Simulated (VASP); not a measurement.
A run of VASP 6.6.1 is set up as follows.

File INCAR:

```
SYSTEM = NiMoIrPdW
  PREC = Accurate
  ENCUT = 520
  EDIFF = 1E-6
  ISMEAR = -1
  SIGMA = 0.05
  LREAL = .FALSE.
  LASPH = .TRUE.
  NELM = 150
  ALGO = Fast
  ISIF = 2
  LWAVE = .FALSE.
  LCHARG = .TRUE.
  ISPIN = 2
  MAGMOM = 1 1 0 0.6 0
  LORBIT = 11
  LMAXMIX = 4
  GGA = PE
  LELF = .TRUE.
  LVHAR = .TRUE.
  NBANDS = 40
```

File KPOINTS:

```
regular mesh
0
G
  6 6 4
  0 0 0
```

File POSCAR:

```
NiMoIrPdW
1.0
    4.1443160264      0.0000000000      0.0000000000
   -2.0721630463      3.5890830723      0.0000000000
    0.0000000000      0.0000000000      5.4818659517
Ni Mo Pd Ir W
1 1 1 1 1
Direct
    0.0000000000      0.0000000000      0.9577500000
    0.6666700000      0.3333300000      0.9616100000
    0.6666700000      0.3333300000      0.4629500000
    0.3333300000      0.6666700000      0.7257200000
    0.3333300000      0.6666700000      0.2364200000
```

Potentials or basis: VASP PAW PBE potentials, release 64 (Ni, Mo_sv, Pd, Ir, W_sv).

Launch:

```sh
$ cat potpaw_PBE.64/Ni/POTCAR potpaw_PBE.64/Mo_sv/POTCAR potpaw_PBE.64/Pd/POTCAR potpaw_PBE.64/Ir/POTCAR potpaw_PBE.64/W_sv/POTCAR > POTCAR
$ mpirun -np 1 vasp_std > vasp.out
```

(1) What does it give for the pressure?

(2) Estimate the largest force.

(3) What does it give for the net moment?

Results:

(1) -4.1 GPa.

(2) 0.155 eV/Å.

(3) 0.00 μB per cell.
